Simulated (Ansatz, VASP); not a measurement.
SrTe: VASP beside Ansatz

INCAR

```
PREC = Accurate
ENCUT = 500
EDIFF = 1E-6
ISMEAR = 0
SIGMA = 0.01
LREAL = False
LASPH = True
NELM = 120
ALGO = Normal
ISIF = 2
LWAVE = False
LCHARG = False
GGA = PE
NBANDS = 15
GGA_COMPAT = False
```

File KPOINTS:

```
regular mesh
0
Gamma
  6 6 6
```

Contents of POSCAR:

```
SrTe
1.0
    0.0000000000      3.3912372720      3.3912372720
    3.3912372720      0.0000000000      3.3912372720
    3.3912372720      3.3912372720      0.0000000000
Sr Te
1 1
Direct
    0.0000000000      0.0000000000      0.0000000000
    0.5000000000      0.5000000000      0.5000000000
```

Input for Ansatz:

```yaml
crystal:
  lattice:
    - [0.0, 3.391237272, 3.391237272]
    - [3.391237272, 0.0, 3.391237272]
    - [3.391237272, 3.391237272, 0.0]
  atoms:
    - { symbol: Sr, position: [0.0, 0.0, 0.0] }
    - { symbol: Te, position: [0.5, 0.5, 0.5] }
kpoints:
  mp_grid: { grid: [6, 6, 6] }
hamiltonian:
  xc: pbe
scf:
  occupations: { method: fixed }
  n_extra_bands: 4
output:
  forces: true
  stress: true
  eigenvalues: true
```

Alike in both runs: task single point; functional PBE; k mesh 6 × 6 × 6; no spin polarisation.

|  | VASP | Ansatz |
| --- | --- | --- |
| version | VASP 6.6.1 | Ansatz 0.2.0 |
| potentials or method | VASP PAW PBE potentials, release 64 (Sr_sv, Te) | plane waves, PAW |
| plane-wave cutoff (eV) | 500 | 420 |
| occupations | gaussian, width 0.01 eV | fixed |
| valence electrons in the cell | 16 | 26 |

Ansatz gave:

```
gap on the k mesh at the Fermi level (eV) : 1.85
pressure (GPa)                            : -0.9
```

Task: Estimate VASP's values.

Result: gap on the k mesh at the Fermi level (eV): 1.83; pressure (GPa): -0.8.

VASP's potentials hold 16 valence electrons a cell and Ansatz's 26, so a difference there can come from the potentials and not from the codes.

Spin-orbit coupling is off throughout.
